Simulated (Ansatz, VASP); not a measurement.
**SnO2 in VASP and in Ansatz**

INCAR

```
SYSTEM = SnO2
PREC = Accurate
ENCUT = 520
EDIFF = 1E-6
ISMEAR = 0
SIGMA = 0.05
LREAL = .FALSE.
LASPH = .TRUE.
NELM = 100
ALGO = Normal
ISIF = 2
LWAVE = .FALSE.
LCHARG = .FALSE.
GGA = PE
IVDW = 12
NBANDS = 64
```

File KPOINTS:

```
Automatic mesh
0
G
  6 6 6
  0 0 0
```

Contents of POSCAR:

```
SnO2
1.0
    3.2373377712      1.8690778337      4.2908446647
   -3.2373377712      1.8690778337      4.2908446647
    0.0000000000     -3.7381556673      4.2908446647
Sn O
4 8
Direct
    0.8635787996      0.8653789871      0.8653789870
    0.3635911525      0.3653928038      0.8653858178
    0.3635911525      0.8653858179      0.3653928037
    0.8635870226      0.3653913494      0.3653913493
    0.1379415275      0.6127865355      0.6127865248
    0.6379198332      0.1128173080      0.6127947181
    0.6379198332      0.6127947287      0.1128172974
    0.6005485972      0.6123317149      0.6123317262
    0.1379353412      0.1128126639      0.1128126532
    0.1005407043      0.1123173062      0.6123096391
    0.1005407043      0.6123096279      0.1123173175
    0.6005701136      0.1123177649      0.1123177762
```

Input for Ansatz:

```yaml
crystal:
  lattice:
    - [3.2373377712, 1.8690778337, 4.2908446647]
    - [-3.2373377712, 1.8690778337, 4.2908446647]
    - [0.0, -3.7381556673, 4.2908446647]
  atoms:
    - { symbol: Sn, position: [0.8635787996, 0.8653789871, 0.865378987] }
    - { symbol: Sn, position: [0.3635911525, 0.3653928038, 0.8653858178] }
    - { symbol: Sn, position: [0.3635911525, 0.8653858179, 0.3653928037] }
    - { symbol: Sn, position: [0.8635870226, 0.3653913494, 0.3653913493] }
    - { symbol: O, position: [0.1379415275, 0.6127865355, 0.6127865248] }
    - { symbol: O, position: [0.6379198332, 0.112817308, 0.6127947181] }
    - { symbol: O, position: [0.6379198332, 0.6127947287, 0.1128172974] }
    - { symbol: O, position: [0.6005485972, 0.6123317149, 0.6123317262] }
    - { symbol: O, position: [0.1379353412, 0.1128126639, 0.1128126532] }
    - { symbol: O, position: [0.1005407043, 0.1123173062, 0.6123096391] }
    - { symbol: O, position: [0.1005407043, 0.6123096279, 0.1123173175] }
    - { symbol: O, position: [0.6005701136, 0.1123177649, 0.1123177762] }
basis:
  ecutwfc: 520.0
kpoints:
  mp_grid: { grid: [6, 6, 6] }
hamiltonian:
  xc: pbe
  pseudopotentials: { kind: paw, azcp: { folder: soft_1 } }
  dispersion: d3bj
scf:
  occupations: { method: gaussian, width: 0.05 }
output:
  forces: true
  stress: true
  eigenvalues: true
```

Change from the starting cell: mode 20 frozen in at +0.025 Å and mode 26 at +0.069 Å (largest displacements).

Alike in both runs: task single point; functional PBE; dispersion D3(BJ); k mesh 6 × 6 × 6; occupations gaussian, width 0.05 eV; no spin polarisation.

```csv
,VASP,Ansatz
version,VASP 6.6.1,Ansatz 0.2.0
potentials or method,"VASP PAW PBE potentials, release 64 (Sn_d, O), cutoff 520 eV","scalar-relativistic, plane waves, PAW"
valence electrons in the cell,104,104
```

Ansatz gave:

- gap on the k mesh at the Fermi level (eV): 1.56
- least direct gap on the mesh (eV): 1.56
- pressure (GPa): 0.7
- traceless stress, the component that is largest in VASP (GPa): 5.00
- rms of the force components (eV/Å): 0.397

Q: Estimate VASP's values.

A: gap on the k mesh at the Fermi level (eV): 1.54; least direct gap on the mesh (eV): 1.54; pressure (GPa): 1.4; traceless stress, the component that is largest in VASP (GPa): 5.08; rms of the force components (eV/Å): 0.408.

Atom by atom the forces differ by 0.028 eV/Å (rms over components).
